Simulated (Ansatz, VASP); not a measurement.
# BN: VASP beside Ansatz

```
B N
1.0
     2.21463    0.00000    0.00000
    -1.10732    2.15498    0.00000
     0.00000    0.00000    6.97137
B N
2 2
Direct
  0.32075 0.64151 0.25000
  0.67925 0.35849 0.75000
  0.35701 0.71401 0.75000
  0.64299 0.28599 0.25000
```

Change from the starting cell: normal strain along x -0.1100, normal strain along z +0.0733.

Alike in both runs: functional LDA; k mesh 12 × 12 × 4; occupations gaussian, width 0.05 eV; no spin polarisation.

Ansatz relaxed the structure, and its values are those at the end. VASP's run is a single point on that final structure, the one shown.

```csv
,VASP,Ansatz
version,VASP 6.6.1,Ansatz 0.2.0
potentials or method,"VASP PAW LDA potentials, release 64 (B, N), cutoff 520 eV","scalar-relativistic, plane waves, PAW"
valence electrons in the cell,16,16
```

|  | VASP | Ansatz | Ansatz less VASP |
| --- | --- | --- | --- |
| gap on the k mesh at the Fermi level (eV) | 3.54 | 3.55 | +0.011 |
| least direct gap on the mesh (eV) | 4.11 | 4.13 | +0.013 |
| pressure (GPa) | 52.8 | 52.2 | -0.59 |
| rms of the force components (eV/Å) | 0.007 | 0.000 | -0.0063 |

Ansatz warns that its potentials were made for another functional, while VASP's fit it. LDA's correlation is that of Perdew and Zunger in VASP and of Perdew and Wang (1992) in Ansatz. Both programs put the cell under a high pressure, so it lies far from rest at this level. Ansatz's warnings: stress scf threshold loose.
